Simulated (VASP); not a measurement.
Wanted: the native input for a VASP 6.6.1 run.

| Quantity | Value |
| --- | --- |
| Task | single point |
| Functional | PBE |
| Potentials or basis | VASP PAW PBE potentials, release 64 (Pt, Se) |
| Cutoff | 520 eV |
| k mesh | 12 × 12 × 4 |
| Occupations | gaussian, width 0.02 eV |
| Spin | no spin polarisation |
| Dipole correction | no |
| Further INCAR settings | ALGO = Normal; EDIFF = 1e-06; NBANDS = 18 |

The structure of PtSe2 lies in POSCAR:

```
PtSe2
1.0
    3.7515594721      0.0000000000      0.0000000000
   -1.8757797360      3.2489458066      0.0000000000
    0.1950399639      0.0000000000      6.5013321315
Pt Se
1 2
Direct
    0.0000000000      0.0000000000      0.0000000000
    0.6771011860      0.3333312937      0.7990024898
    0.3228988140      0.6666687063      0.2009975102
```

These files were run (other wordings do the same):

INCAR

```
SYSTEM = PtSe2
PREC     = Accurate       ! precision mode
ENCUT    = 520            ! plane-wave cutoff, eV
EDIFF    = 1E-6           ! SCF threshold, eV
ISMEAR   = 0              ! smearing method
SIGMA    = 0.02           ! smearing width, eV
LREAL    = .FALSE.        ! projectors in reciprocal space
LASPH    = .TRUE.         ! aspherical terms in the spheres
NELM     = 100            ! most SCF steps
ALGO     = Normal         ! electronic algorithm
ISIF     = 2              ! what is computed and relaxed
LWAVE    = .FALSE.        ! write WAVECAR
LCHARG   = .FALSE.        ! write CHGCAR
GGA      = PE             ! functional
NBANDS   = 18             ! bands
```

KPOINTS

```
Automatic mesh
0
G
  12 12 4
  0 0 0
```

Potentials or basis: VASP PAW PBE potentials, release 64 (Pt, Se).

Launch:

```console
$ cat potpaw_PBE.64/Pt/POTCAR potpaw_PBE.64/Se/POTCAR > POTCAR
$ mpirun -np 1 vasp_std > vasp.out
```

Results of the run:

```yaml
Pressure: 0.0 GPa
Largest_force: 0.003 eV/Å
Band_gap_on_the_k_mesh: 0.85 eV (least direct gap 1.02 eV)
```

Caveat: spin-orbit coupling is left out, which moves the levels of the heavy elements.

It took 5.9 min on 1 thread of Oxide Virtual Turin-like Processor, with other jobs on the host, peak memory 0.47 GiB.
